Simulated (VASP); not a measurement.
# Ca3Zn2P4Pb2 (P1) in VASP: notebook

Runs on Ca3Zn2P4Pb2. Level: PBE. Tasks: single point.

Program: VASP 6.6.1. These are calculated values, not measurements. Logs are shortened: lines on timing, memory, paths and dates and some standing lists are left out, and cuts for length are marked.

## Step 1: The cell of the first run

The typed cell holds 11 atoms: a = 4.246 Å, b = 4.343 Å, c = 15.365 Å, α = 90.86°, β = 89.63°, γ = 120.77°.

## Step 2: Single point, PBE

Input file INCAR:

```
PREC     = Accurate       # precision mode
ENCUT    = 520            # plane-wave cutoff, eV
EDIFF    = 1E-6           # SCF threshold, eV
ISMEAR   = 0              # smearing method
SIGMA    = 0.1            # smearing width, eV
LREAL    = F              # projectors in reciprocal space
LASPH    = T              # aspherical terms in the spheres
NELM     = 100            # most SCF steps
ALGO     = Fast           # electronic algorithm
ISIF     = 2              # what is computed and relaxed
LWAVE    = F              # write WAVECAR
LCHARG   = F              # write CHGCAR
GGA      = PE             # functional
NBANDS   = 62             # bands
```

Input file KPOINTS:

```
regular mesh
0
Gamma
  4 4 1
```

Input file POSCAR:

```
Ca3Zn2P4Pb2
1.0
    4.2452150000     -0.0566900000      0.0133610000
   -2.1717020000      3.7610990000     -0.0322540000
    0.0483690000     -0.1069060000     15.3641600000
Pb Ca Zn P
2 3 2 4
Direct
    0.2882636881      0.6254138336      0.1375290030
    0.7105896960      0.3165395707      0.8701974907
    0.9473766016      0.9657539012      0.9950447358
    0.0485693896      0.0394242594      0.2796675936
    1.0117474116      0.9510140913      0.7109908418
    0.3863002557      0.7051512607      0.5654812623
    0.6300880199      0.3117977635      0.4196636926
    0.3385613853      0.7027247183      0.8774174549
    0.6626573312      0.3436570611      0.1360558306
    0.2702733555      0.5823435316      0.4116502162
    0.7242337193      0.3735394248      0.6113309581
```

Potentials or basis: VASP PAW PBE potentials, release 64 (Pb_d, Ca_sv, Zn, P).

Command:

```bash
$ cat potpaw_PBE.64/Pb_d/POTCAR potpaw_PBE.64/Ca_sv/POTCAR potpaw_PBE.64/Zn/POTCAR potpaw_PBE.64/P/POTCAR > POTCAR
$ mpirun -np 1 vasp_std > vasp.out
```

OUTCAR:

```text
PREC = Accurate
   ENCUT = 520
   EDIFF = 1E-6
   ISMEAR = 0
   LREAL = F
   LASPH = T
   NELM = 100
   ISIF = 2
   GGA = PE

 ion  position               nearest neighbor table
   1  0.288  0.625  0.138-   9 2.29   9 2.45   9 2.68   4 3.13   3 3.26   3 3.27   4 3.28   3 3.38
                             4 3.53
   2  0.711  0.317  0.870-   8 2.30   8 2.31   8 2.83   3 2.95   3 3.10   3 3.38   5 3.43   5 3.47
                             5 3.53
   3  0.947  0.966  0.995-   8 2.87   2 2.95   8 3.03   2 3.10   1 3.26   1 3.27   1 3.38   2 3.38

   4  0.049  0.039  0.280-  10 2.86   7 3.02   1 3.13   1 3.28   1 3.53
   5  0.012  0.951  0.711-  11 2.63  11 3.03   2 3.43   2 3.47   2 3.53
   6  0.386  0.705  0.565-  10 2.41  11 2.52  11 2.58  11 2.61
   7  0.630  0.312  0.420-  10 2.35  10 2.36  10 2.72  11 2.96   4 3.02
   8  0.339  0.703  0.877-   2 2.30   2 2.31   2 2.83   3 2.87   3 3.03
   9  0.663  0.344  0.136-   1 2.29   1 2.45   1 2.68
  10  0.270  0.582  0.412-   7 2.35   7 2.36   6 2.41   7 2.72   4 2.86
  11  0.724  0.374  0.611-   6 2.52   6 2.58   6 2.61   5 2.63   7 2.96   5 3.03

  LATTYP: Found a triclinic cell.
 ALAT       =     4.2452866977
 B/A-ratio  =     1.7186214012
 C/A-ratio  =     3.6192156521
 COS(alpha) =     0.0015104890
 COS(beta)  =     0.0089840615
 COS(gamma) =     0.8592657671

  Lattice vectors:

 A1 = (   2.0735130000,   3.7044090000,  -0.0188930000)
 A2 = (   6.3187280000,   3.6477190000,  -0.0055320000)
 A3 = (  -0.0483690000,   0.1069060000, -15.3641600000)

Analysis of symmetry for initial positions (statically):
=====================================================================
 Subroutine PRICEL returns:
 Original cell was already a primitive cell.

 Routine SETGRP: Setting up the symmetry group for a
 triclinic supercell.

 Subroutine GETGRP returns: Found  1 space group operations
 (whereof  1 operations were pure point group operations)
 out of a pool of  2 trial point group operations.

The static configuration has the point symmetry C_1 .

Analysis of symmetry for dynamics (positions and initial velocities):
=====================================================================
 Subroutine PRICEL returns:
 Original cell was already a primitive cell.

 Routine SETGRP: Setting up the symmetry group for a
 triclinic supercell.

 Subroutine GETGRP returns: Found  1 space group operations
 (whereof  1 operations were pure point group operations)
 out of a pool of  2 trial point group operations.

The dynamic configuration has the point symmetry C_1 .

 Subroutine INISYM returns: Found  1 space group operations
 (whereof  1 operations are pure point group operations),
 and found     1 'primitive' translations

----------------------------------------------------------------------------------------

                                     Primitive cell

  volume of cell :     243.4091

  direct lattice vectors                    reciprocal lattice vectors
     4.245215000 -0.056690000  0.013361000     0.237389133  0.137072998  0.000206432
    -2.171702000  3.761099000 -0.032254000     0.003572446  0.267958398  0.001853246
     0.048369000 -0.106906000 15.364160000    -0.000198939  0.000443324  0.065090250

  length of vectors
     4.245614522  4.343178051 15.364608064     0.274121597  0.267988619  0.065092064

  position of ions in fractional coordinates (direct lattice)
     0.288263688  0.625413834  0.137529003
     0.710589696  0.316539571  0.870197491
     0.947376602  0.965753901  0.995044736
     0.048569390  0.039424259  0.279667594
     0.011747412  0.951014091  0.710990842
     0.386300256  0.705151261  0.565481262
     0.630088020  0.311797764  0.419663693
     0.338561385  0.702724718  0.877417455
     0.662657331  0.343657061  0.136055831
     0.270273356  0.582343532  0.411650216
     0.724233719  0.373539425  0.611330958

  ion indices of the primitive-cell ions
   primitive index   ion index
                 1           1
                 2           2
                 3           3
                 4           4
                 5           5
                 6           6
                 7           7
                 8           8
                 9           9
                10          10
                11          11

----------------------------------------------------------------------------------------

 KPOINTS: regular mesh

Automatic generation of k-mesh.
 Grid dimensions read from file:
 generate k-points for:    4    4    1

 Generating k-lattice:

  Cartesian coordinates                     Fractional coordinates (reciprocal lattice)
     0.059347283  0.034268249  0.000051608     0.250000000  0.000000000 -0.000000000
     0.000893111  0.066989599  0.000463311     0.000000000  0.250000000  0.000000000
    -0.000198939  0.000443324  0.065090250     0.000000000 -0.000000000  1.000000000

  Length of vectors
     0.068530399  0.066997155  0.065092064

  Shift w.r.t. Gamma in fractional coordinates (k-lattice)
     0.000000000  0.000000000  0.000000000

 Subroutine IBZKPT returns following result:
 ===========================================

 Found     10 irreducible k-points:

 Following reciprocal coordinates:
            Coordinates               Weight
  0.000000  0.000000  0.000000      1.000000
  0.250000  0.000000  0.000000      2.000000
  0.500000  0.000000  0.000000      1.000000
 -0.000000  0.250000 -0.000000      2.000000
  0.250000  0.250000  0.000000      2.000000
  0.500000  0.250000  0.000000      2.000000
 -0.250000  0.250000 -0.000000      2.000000
 -0.000000  0.500000 -0.000000      1.000000
  0.250000  0.500000 -0.000000      2.000000
  0.500000  0.500000  0.000000      1.000000
   k-points           NKPTS =     10   k-points in BZ     NKDIM =     10   number of bands    NBANDS=     62
   number of dos      NEDOS =    301   number of ions     NIONS =     11
   total plane-waves  NPLWV = 122880
   dimension x,y,z NGX =    32 NGY =   32 NGZ =  120
   dimension x,y,z NGXF=    64 NGYF=   64 NGZF=  240
   ions per type =               2   3   2   4
   NGX,Y,Z   is equivalent  to a cutoff of  12.53, 12.25, 12.98 a.u.
   NGXF,Y,Z  is equivalent  to a cutoff of  25.06, 24.50, 25.97 a.u.
 SYSTEM =  unknown system
   PREC   = accura    normal or accurate (medium, high low for compatibility)
   ISTART =      0    job   : 0-new  1-cont  2-samecut
   ICHARG =      2    charge: 1-file 2-atom 10-const
   ISPIN  =      1    spin polarized calculation?
   LNONCOLLINEAR =      F non collinear calculations
   LSORBIT =      F    spin-orbit coupling
   LASPH  =      T    aspherical Exc in radial PAW
   ENCUT  =  520.0 eV  38.22 Ry    6.18 a.u.   7.89  8.08 28.57*2*pi/ulx,y,z
   NELM   =    100;   NELMIN=  2; NELMDL= -5     # of ELM steps
   EDIFF  = 0.1E-05   stopping-criterion for ELM
   LREAL  =      F    real-space projection
   EDIFFG = 0.1E-04   stopping-criterion for IOM
   NSW    =      0    number of steps for IOM
   IBRION =     -1    ionic relax: 0-MD 1-quasi-New 2-CG
   NFREE  =      0    steps in history (QN), initial steepest desc. (CG)
   ISIF   =      2    stress and relaxation
   ISYM   =      2    0-nonsym 1-usesym 2-fastsym
   POTIM  = 0.5000    time-step for ionic-motion
   TEBEG  =    0.0;   TEEND  =   0.0 temperature during run
   PSTRESS=    0.0 pullay stress
   NELECT =     102.0000    total number of electrons
   NUPDOWN=      -1.0000    fix difference up-down
   EMIN   =  10.00;   EMAX   =-10.00  energy-range for DOS
   EFERMI =   0.00;   METHOD = LEGACY
   ISMEAR =     0;   SIGMA  =   0.10  broadening in eV -4-tet -1-fermi 0-gaus
   EFERMI_NEDOS =   21; number of points for ismear=-14 and -15
   IALGO  =     68    algorithm
   IMIX   =      4    mixing-type and parameters
     AMIX     =   0.40;   BMIX     =  1.00
     AMIX_MAG =   1.60;   BMIX_MAG =  1.00
  volume/ion in A,a.u.               =      22.13       149.33
  Fermi-wavevector in a.u.,A,eV,Ry     =   1.225075  2.315056 20.419736  1.500808
  Thomas-Fermi vector in A             =   2.360126
   LORBIT       =      0    0 simple, 1 ext, 2 COOP (PROOUT), +10 PAW based schemes
   GGA     = PE    functional components
   LHFCALC =     F    Hartree Fock is set to
   AEXX    =    0.0000 exact exchange contribution
   IVDW    =     0    specifies the selected vdW correction
   LEPSILON=     F    determine dielectric tensor
   LRPA    =     F    only Hartree local field effects (RPA)
 non-spin polarized calculation
 RMM-DIIS sequential band-by-band and
 Gauss-broadening in eV      SIGMA  =   0.10
  energy-cutoff  :      520.00
  volume of cell :      243.41
 maximum number of plane-waves:      6582
   NGX = 15   NGY = 17   NGZ = 57

 number of electron     102.0000006 magnetization

 Free energy of the ion-electron system (eV)
  ---------------------------------------------------
  ext. energy  EPLUGINS =         0.00000000
  ---------------------------------------------------
  free energy    TOTEN  =       -37.22770162 eV

  energy without entropy =      -37.20031735  energy(sigma->0) =      -37.21400949

 E-fermi :   5.8446     XC(G=0):  -9.9060

 val. band max:        5.7917260015   @ k =   0.2500   0.2500   0.0000
 cond. band min:       5.8464557706   @ k =  -0.2500   0.2500  -0.0000
 fundamental gap:      0.0547297690
 Fermi energy:         5.8446462940

 k-point     1 :       0.0000    0.0000    0.0000
  band No.  band energies     occupation
      1     -35.9048      2.00000
      2     -35.6381      2.00000
      3     -35.4557      2.00000
      4     -16.9929      2.00000
      5     -16.9142      2.00000
      6     -16.9053      2.00000
[... 54 lines left out ...]
     61       8.1464      0.00000
     62       8.3256      0.00000

 k-point     2 :       0.2500    0.0000    0.0000
  band No.  band energies     occupation
      1     -35.9032      2.00000
      2     -35.6364      2.00000
      3     -35.4539      2.00000
      4     -16.9870      2.00000
      5     -16.9408      2.00000
      6     -16.9122      2.00000
[... 519 lines left out ...]
      6     -16.9207      2.00000
[... 54 lines left out ...]
     61       9.1645      0.00000
     62       9.3476      0.00000

------------------------ aborting loop because EDIFF is reached ----------------------------------------

  FORCE on cell =-STRESS in cart. coord.  units (eV):
  Direction    XX          YY          ZZ          XY          YZ          ZX
  --------------------------------------------------------------------------------------
  -------------------------------------------------------------------------------------
  Total       21.1675458     18.5707589      4.7464615      5.3076152      1.3871145      0.7071587
  in kB      139.3298774    122.2372015     31.2423510     34.9359997      9.1303213      4.6546888
  external PRESSURE =      97.6031433 kB  Pullay stress =       0.0000000 kB

 VOLUME and BASIS-vectors are now :
 -----------------------------------------------------------------------------
  energy-cutoff  :      520.00
  volume of cell :      243.41
      direct lattice vectors                 reciprocal lattice vectors
     4.245215000 -0.056690000  0.013361000     0.237389133  0.137072998  0.000206432
    -2.171702000  3.761099000 -0.032254000     0.003572446  0.267958398  0.001853246
     0.048369000 -0.106906000 15.364160000    -0.000198939  0.000443324  0.065090250

 POSITION                                       TOTAL-FORCE (eV/Angst)
 -----------------------------------------------------------------------------------
     -0.12782      2.32120      2.09670         1.962077      2.518203      0.036963
      2.37127      1.05722     13.36914        -3.061956      1.649329     -1.580486
      1.97262      3.47221     15.26954         0.669513      0.007795      1.077741
      0.13410      0.11563      4.29624        -0.333965     -0.695966      0.360311
     -1.98106      3.50018     10.89326         0.040218      0.945528      0.625400
      0.13590      2.56979      8.67056         0.012331     -0.070324     -0.054408
      2.01803      1.09212      6.44614         0.225149     -0.541549      0.711324
     -0.04640      2.53002     13.46264         2.406888     -1.640589      0.075062
      2.07338      1.24042      2.08815        -1.923593     -2.248768      0.010472
     -0.09740      2.13092      6.30949         0.219629      1.170482     -0.678587
      2.29288      1.29851      9.39021        -0.216290     -1.094142     -0.583793
 -----------------------------------------------------------------------------------
    total drift:                                0.001000     -0.000069     -0.003467

  FREE ENERGIE OF THE ION-ELECTRON SYSTEM (eV)
  ---------------------------------------------------
  free  energy   TOTEN  =       -37.2277016215 eV

  energy  without entropy=      -37.2003173502  energy(sigma->0) =      -37.21400949
```

Run time: 5 min. Hardware: 1 thread of AMD EPYC 9R45 (Zen 5), shared host; peak memory 0.41 GiB.

Results:

| Property | Result |
| --- | --- |
| Free energy | -37.2277 eV |
| Pressure | 9.8 GPa |
| Largest force | 3.820 eV/Å |
| Band gap on the k mesh | zero (bands 51 and 52 overlap by 1.27 eV) |

Forces on the atoms (eV/Å):
```
Pb   1.962  2.518  0.037
Pb  -3.062  1.649 -1.580
Ca   0.670  0.008  1.078
Ca  -0.334 -0.696  0.360
Ca   0.040  0.946  0.625
Zn   0.012 -0.070 -0.054
Zn   0.225 -0.542  0.711
P    2.407 -1.641  0.075
P   -1.924 -2.249  0.010
P    0.220  1.170 -0.679
P   -0.216 -1.094 -0.584
```

Stress tensor (GPa, compression positive):
```
13.93  3.49  0.47
 3.49 12.22  0.91
 0.47  0.91  3.12
```

Caveat: the k points lie up to 0.42 Å⁻¹ apart, too coarse for converged energies and pressures of a metal; spin-orbit coupling is left out, which moves the levels of the heavy elements; forces of over 1 eV/Å act on the atoms, so gaps and moduli don't describe the material at rest.

## Step 3: Single point, PBE

INCAR is that of step 2.

Input file KPOINTS:

```
Automatic mesh
0
Gamma
  4 4 1
```

Input file POSCAR:

```
Ca3Zn2P4Pb2
1.0
    4.2452150000     -0.0566900000      0.0133610000
   -2.1717020000      3.7610990000     -0.0322540000
    0.0483690000     -0.1069060000     15.3641600000
Pb Ca Zn P
2 3 2 4
Direct
    0.2844900552      0.6210892146      0.1362905971
    0.7082075057      0.3123109579      0.8690732794
    0.9356766023      0.9650005320      1.0050701472
    0.0093954135      0.0266492594      0.2807314564
    1.0416234480      0.9574492011      0.7136980112
    0.3815042127      0.6963801202      0.5677333331
    0.6379403630      0.3108795987      0.4209689687
    0.4298906170      0.7270550249      0.8789256727
    0.5890812593      0.3111102605      0.1353382701
    0.2369838304      0.5601741175      0.4160917040
    0.7221948461      0.3811586673      0.6030649021
```

Potentials or basis: VASP PAW PBE potentials, release 64 (Pb_d, Ca_sv, Zn, P).

Command:

```bash
$ cat potpaw_PBE.64/Pb_d/POTCAR potpaw_PBE.64/Ca_sv/POTCAR potpaw_PBE.64/Zn/POTCAR potpaw_PBE.64/P/POTCAR > POTCAR
$ mpirun -np 1 vasp_std > vasp.out
```

Wall time 5.2 min (1 thread of AMD EPYC 9R45 (Zen 5), shared host); peak memory 0.41 GiB.

The run converged. Its results:

* Free energy: -37.0849 eV
* Pressure: 10.2 GPa
* Largest force: 5.621 eV/Å
* Band gap on the k mesh: zero (bands 51 and 52 overlap by 1.11 eV)

Forces in eV/Å, atoms in the order of the input:
```
Pb  -2.513  1.863  0.433
Pb  -0.298  5.429 -1.425
Ca   1.119  0.110  0.657
Ca  -0.105 -0.629  0.408
Ca  -0.141  0.561  0.225
Zn   0.090  0.091 -0.091
Zn  -1.285 -0.906  0.699
P   -0.640 -5.536 -0.059
P    2.364 -1.555  0.129
P    1.648  1.491 -1.076
P   -0.237 -0.919  0.099
```

Stress tensor (GPa, compression positive):
```
12.01 -1.46  0.32
-1.46 14.90  0.42
 0.32  0.42  3.75
```

Levels at points of the mesh, in eV from the Fermi level:
| k point | band 47 | band 48 | band 49 | band 50 | band 51 | band 52 | band 53 | band 54 | band 55 | band 56 |
| --- | --- | --- | --- | --- | --- | --- | --- | --- | --- | --- |
| (0.00, 0.00, 0.00) | -1.82 | -1.59 | -1.17 | -1.08 | -0.22 | -0.08 | 0.04 | 0.07 | 0.92 | 1.04 |
| (0.50, 0.00, 0.00) | -2.50 | -2.39 | -2.20 | -2.02 | -1.21 | -0.33 | 0.25 | 1.16 | 2.13 | 2.36 |
| (0.00, 0.50, 0.00) | -2.26 | -2.17 | -1.96 | -0.98 | -0.97 | -0.88 | 0.09 | 0.94 | 1.61 | 2.56 |
| (0.50, 0.50, 0.00) | -2.27 | -2.20 | -2.01 | -1.39 | -1.14 | -0.55 | 0.45 | 1.14 | 1.90 | 2.27 |

Caveat: the k points lie up to 0.42 Å⁻¹ apart, too coarse for converged energies and pressures of a metal; spin-orbit coupling is left out, which moves the levels of the heavy elements; forces of over 1 eV/Å act on the atoms, so gaps and moduli don't describe the material at rest.

(Part 1 of 2 ends here.)
